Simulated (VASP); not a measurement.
Runs of VASP 6.6.1 on ZrB2. The structure is that of space group P6/mmm (No. 191), or close to it. The cells are those of the table. 

| cell | gap on the mesh (eV) | pressure (GPa) |
| --- | --- | --- |
| a = 3.149, b = 3.149, c = 3.509 Å, angles 90.0, 90.0, 120.0°, 3 atoms | none | (a) |
| a = 3.191, b = 3.191, c = 3.556 Å, angles 90.0, 90.0, 120.0°, 3 atoms | none | -6.6 |
| a = 3.105, b = 3.105, c = 3.461 Å, angles 90.0, 90.0, 120.0°, 3 atoms | none | (b) |
| a = 3.212, b = 3.212, c = 3.579 Å, angles 90.0, 90.0, 120.0°, 3 atoms | none | -10.8 |
| a = 3.127, b = 3.127, c = 3.485 Å, angles 90.0, 90.0, 120.0°, 3 atoms | none | 8.7 |
| a = 3.170, b = 3.170, c = 3.533 Å, angles 90.0, 90.0, 120.0°, 3 atoms | none | -2.0 |
| a = 3.232, b = 3.232, c = 3.602 Å, angles 90.0, 90.0, 120.0°, 3 atoms | none | -14.5 |

Alike in all rows: task single point; level r2SCAN+D3(BJ); potentials or basis VASP PAW PBE potentials, release 64 (Zr_sv, B); no spin polarisation; k mesh 10 × 10 × 8; cutoff (eV) 520; smearing fermi-dirac 0.15 eV.

Problem. Estimate the missing entries.

Solution. (a) 3.1; (b) 14.9.

Caveats: the PAW data sets were made with another functional, which shifts forces and pressure a little; the cell stands under pressure (at least some runs); the cell stands under tension (at least some runs).

A k mesh can miss the band edges, and the runs leave out spin-orbit coupling on Zr.

A gap of «none» marks levels without a gap at the run's occupations.
